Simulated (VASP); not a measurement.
# HfN (P6_3/mmc) in VASP: a series of runs, part 2 of 2

VASP 6.6.1.

## Step 5: Single point, LDA

This run uses another cell than the first one, of 11.52 Å³/atom, 1.087 times its volume.

INCAR

```
SYSTEM = HfN
PREC = Accurate
ENCUT = 520
EDIFF = 1E-7
ISMEAR = -1
SIGMA = 0.05
LREAL = .False.
LASPH = .True.
NELM = 80
ALGO = Normal
ISIF = 2
LWAVE = .False.
LCHARG = .False.
NBANDS = 23
```

KPOINTS

```
Automatic mesh
0
Gamma
  8 8 4
  0 0 0
```

POSCAR

```
HfN
1.0
    3.1339080000      0.0000000000      0.0000000000
   -1.5669540000      2.7140440000      0.0000000000
    0.0000000000      0.0000000000      5.4167680000
Hf N
2 2
Direct
    0.6666666667      0.3333333333      0.7500000000
    0.3333333333      0.6666666667      0.2500000000
    0.0000000000      0.0000000000      0.0000000000
    0.0000000000      0.0000000000      0.5000000000
```

Potentials or basis: VASP PAW LDA potentials, release 64 (Hf_pv, N).

Started as:

```
> cat potpaw_LDA.64/Hf_pv/POTCAR potpaw_LDA.64/N/POTCAR > POTCAR
> mpirun -np 1 vasp_std > vasp.out
```

OUTCAR:

```text
SYSTEM = HfN
   PREC = Accurate
   ENCUT = 520
   EDIFF = 1E-7
   ISMEAR = -1
   LREAL = .False.
   LASPH = .True.
   NELM = 80
   ISIF = 2

 ion  position               nearest neighbor table
   1  0.667  0.333  0.750-   3 2.26   4 2.26   3 2.26   4 2.26   3 2.26   4 2.26   2 3.26   2 3.26
                             2 3.26   2 3.26   2 3.26   2 3.26
   2  0.333  0.667  0.250-   3 2.26   4 2.26   3 2.26   4 2.26   3 2.26   4 2.26   1 3.26   1 3.26
                             1 3.26   1 3.26   1 3.26   1 3.26
   3  0.000  0.000  0.000-   1 2.26   2 2.26   1 2.26   2 2.26   1 2.26   2 2.26
   4  0.000  0.000  0.500-   1 2.26   2 2.26   1 2.26   2 2.26   1 2.26   2 2.26

  LATTYP: Found a hexagonal cell.
 ALAT       =     3.1339080000
 C/A-ratio  =     1.7284387417

  Lattice vectors:

 A1 = (   3.1339080000,   0.0000000000,   0.0000000000)
 A2 = (  -1.5669540000,   2.7140440000,   0.0000000000)
 A3 = (   0.0000000000,   0.0000000000,   5.4167680000)

Analysis of symmetry for initial positions (statically):
=====================================================================
 Subroutine PRICEL returns:
 Original cell was already a primitive cell.

 Routine SETGRP: Setting up the symmetry group for a
 hexagonal supercell.

 Subroutine GETGRP returns: Found 24 space group operations
 (whereof 12 operations were pure point group operations)
 out of a pool of 24 trial point group operations.

The static configuration has the point symmetry D_3d.
 The point group associated with its full space group is D_6h.

Analysis of symmetry for dynamics (positions and initial velocities):
=====================================================================
 Subroutine PRICEL returns:
 Original cell was already a primitive cell.

 Routine SETGRP: Setting up the symmetry group for a
 hexagonal supercell.

 Subroutine GETGRP returns: Found 24 space group operations
 (whereof 12 operations were pure point group operations)
[... 119 lines left out ...]
   NUPDOWN=      -1.0000    fix difference up-down
   EMIN   =  10.00;   EMAX   =-10.00  energy-range for DOS
   EFERMI =   0.00;   METHOD = LEGACY
   ISMEAR =    -1;   SIGMA  =   0.05  broadening in eV -4-tet -1-fermi 0-gaus
   EFERMI_NEDOS =   21; number of points for ismear=-14 and -15
   IALGO  =     38    algorithm
   IMIX   =      4    mixing-type and parameters
     AMIX     =   0.40;   BMIX     =  1.00
     AMIX_MAG =   1.60;   BMIX_MAG =  1.00
  volume/ion in A,a.u.               =      11.52        77.73
  Fermi-wavevector in a.u.,A,eV,Ry     =   1.418951  2.681429 27.394277  2.013423
  Thomas-Fermi vector in A             =   2.540023
   LORBIT       =      0    0 simple, 1 ext, 2 COOP (PROOUT), +10 PAW based schemes
   GGA     = CA    functional components
   LHFCALC =     F    Hartree Fock is set to
   AEXX    =    0.0000 exact exchange contribution
   IVDW    =     0    specifies the selected vdW correction
   LEPSILON=     F    determine dielectric tensor
   LRPA    =     F    only Hartree local field effects (RPA)
 non-spin polarized calculation
  energy-cutoff  :      520.00
  volume of cell :       46.07
 maximum number of plane-waves:      1275
 NGX is ok and might be reduce to    24
   NGX = 11   NGY = 11   NGZ = 21

 number of electron      30.0000004 magnetization

 Free energy of the ion-electron system (eV)
  ---------------------------------------------------
  ext. energy  EPLUGINS =         0.00000000
  ---------------------------------------------------
  free energy    TOTEN  =       -47.53207268 eV

  energy without entropy =      -47.51267122  energy(sigma->0) =      -47.52237195

 E-fermi :   7.6053     XC(G=0): -12.9909

 val. band max:        7.5879513623   @ k =   0.3750   0.1250   0.5000
 cond. band min:       7.6075795445   @ k =   0.1250   0.0000   0.2500
 fundamental gap:      0.0196281822
 Fermi energy:         7.6053164904

 k-point     1 :       0.0000    0.0000    0.0000
  band No.  band energies     occupation
      1     -23.7689      2.00000
      2     -22.8887      2.00000
      3     -22.7905      2.00000
      4     -22.7905      2.00000
      5     -22.7282      2.00000
      6     -22.7282      2.00000
[... 613 lines left out ...]
     22      13.2218      0.00000
     23      14.9387      0.00000

 [... further k-points ...]
[... 5 lines left out ...]
  --------------------------------------------------------------------------------------
  -------------------------------------------------------------------------------------
  Total       -2.8036513     -2.8036514     -2.8412996      0.0000000      0.0000000      0.0000000
  in kB      -97.4969910    -97.4969952    -98.8062109      0.0000000      0.0000000      0.0000000
  external PRESSURE =     -97.9333991 kB  Pullay stress =       0.0000000 kB

 VOLUME and BASIS-vectors are now :
 -----------------------------------------------------------------------------
  energy-cutoff  :      520.00
  volume of cell :       46.07
      direct lattice vectors                 reciprocal lattice vectors
     3.133908000  0.000000000  0.000000000     0.319090414  0.184226932  0.000000000
    -1.566954000  2.714044000  0.000000000     0.000000000  0.368453864  0.000000000
     0.000000000  0.000000000  5.416768000     0.000000000  0.000000000  0.184611931

 POSITION                                       TOTAL-FORCE (eV/Angst)
 -----------------------------------------------------------------------------------
      1.56695      0.90468      4.06258         0.000000     -0.000000      0.000000
     -0.00000      1.80936      1.35419        -0.000000      0.000000      0.000000
      0.00000      0.00000      0.00000        -0.000000      0.000000      0.000000
      0.00000      0.00000      2.70838        -0.000000      0.000000      0.000000
 -----------------------------------------------------------------------------------
    total drift:                               -0.000000      0.000000     -0.000000

  FREE ENERGIE OF THE ION-ELECTRON SYSTEM (eV)
  ---------------------------------------------------
  free  energy   TOTEN  =       -47.5320726815 eV

  energy  without entropy=      -47.5126712222  energy(sigma->0) =      -47.52237195
```

It took 33 s on 1 thread of AMD EPYC 7R13 (Zen 3), shared host; peak memory 0.12 GiB.

What came out:

| Item | Value |
| --- | --- |
| Free energy | -47.5321 eV |
| Pressure | -9.8 GPa |
| Band gap on the k mesh | zero (band 15 reaches 9.60 eV, above the bottom of band 16 at 7.32 eV) |

Caveat: spin-orbit coupling is left out, which moves the levels of the heavy elements.

## Step 6: Overview

| cell | gap on the mesh (eV) | pressure (GPa) |
| --- | --- | --- |
| a = 3.048, b = 3.048, c = 5.268 Å, angles 90.0, 90.0, 120.0°, 4 atoms | none | 16.1 |
| a = 3.077, b = 3.077, c = 5.319 Å, angles 90.0, 90.0, 120.0°, 4 atoms | none | 6.2 |
| a = 3.106, b = 3.106, c = 5.368 Å, angles 90.0, 90.0, 120.0°, 4 atoms | none | -2.4 |
| a = 3.134, b = 3.134, c = 5.417 Å, angles 90.0, 90.0, 120.0°, 4 atoms | none | -9.8 |

Alike in all rows: task single point; level LDA; potentials or basis VASP PAW LDA potentials, release 64 (Hf_pv, N); no spin polarisation; k mesh 8 × 8 × 4; cutoff (eV) 520; smearing fermi-dirac 0.05 eV.

Caveats: spin-orbit coupling is left out, which moves the levels of the heavy elements.

Absolute energies hang on the potentials; compare differences alone.
